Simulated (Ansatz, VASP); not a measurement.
## HfO2 in VASP and in Ansatz

The input INCAR:

```
SYSTEM = HfO2
PREC     = Accurate       ! precision mode
ENCUT    = 520            ! plane-wave cutoff, eV
EDIFF    = 1E-7           ! SCF threshold, eV
ISMEAR   = 0              ! smearing method
SIGMA    = 0.05           ! smearing width, eV
LREAL    = .FALSE.        ! projectors in reciprocal space
LASPH    = .TRUE.         ! aspherical terms in the spheres
NELM     = 80             ! most SCF steps
ALGO     = Normal         ! electronic algorithm
ISIF     = 2              ! what is computed and relaxed
LWAVE    = .FALSE.        ! write WAVECAR
LCHARG   = .FALSE.        ! write CHGCAR
GGA      = PE             ! functional
NBANDS   = 18             ! bands
```

The input KPOINTS:

```
Automatic mesh
0
G
  8 8 8
  0 0 0
```

The input POSCAR:

```
HfO2
1.0
    0.1384694457      2.6200007301      2.6200007301
    2.6200007301      0.1384694457      2.6200007301
    2.6200007301      2.6200007301      0.1384694457
Hf O
1 2
Direct
    0.0000000000      0.0000000000      0.0000000000
    0.2500000000      0.2500000000      0.2500000000
    0.7500000000      0.7500000000      0.7500000000
```

Input for Ansatz:

```yaml
crystal:
  lattice:
    - [0.1384694457, 2.6200007301, 2.6200007301]
    - [2.6200007301, 0.1384694457, 2.6200007301]
    - [2.6200007301, 2.6200007301, 0.1384694457]
  atoms:
    - { symbol: Hf, position: [0.0, 0.0, 0.0] }
    - { symbol: O, position: [0.25, 0.25, 0.25] }
    - { symbol: O, position: [0.75, 0.75, 0.75] }
basis:
  ecutwfc: 520.0
kpoints:
  mp_grid: { grid: [8, 8, 8] }
hamiltonian:
  xc: pbe
  pseudopotentials: { kind: paw, azcp: { folder: soft_1 } }
scf:
  occupations: { method: gaussian, width: 0.05 }
output:
  forces: true
  stress: true
  eigenvalues: true
```

Alike in both runs: task single point; functional PBE; k mesh 8 × 8 × 8; occupations gaussian, width 0.05 eV; no spin polarisation.

```csv
,VASP,Ansatz
version,VASP 6.6.1,Ansatz 0.2.0
potentials or method,"VASP PAW PBE potentials, release 64 (Hf_pv, O), cutoff 520 eV","scalar-relativistic, plane waves, PAW"
valence electrons in the cell,22,38
```

```tsv
	VASP	Ansatz	Ansatz less VASP
gap on the k mesh at the Fermi level (eV)	3.82	3.81	-0.011
least direct gap on the mesh (eV)	3.82	3.81	-0.011
pressure (GPa)	-1.9	1.7	+3.66
traceless stress, the component that is largest in VASP (GPa)	-3.38	-3.61	-0.227
rms of the force components (eV/Å)	0.178	0.205	+0.0270
```

Atom by atom the forces differ by 0.027 eV/Å (rms over components). The functional is the same, so the differences come from potentials, cutoffs and numerics. VASP's potentials hold 22 valence electrons a cell and Ansatz's 38, so a difference there can come from the potentials and not from the codes.

Neither program's run includes spin-orbit coupling.
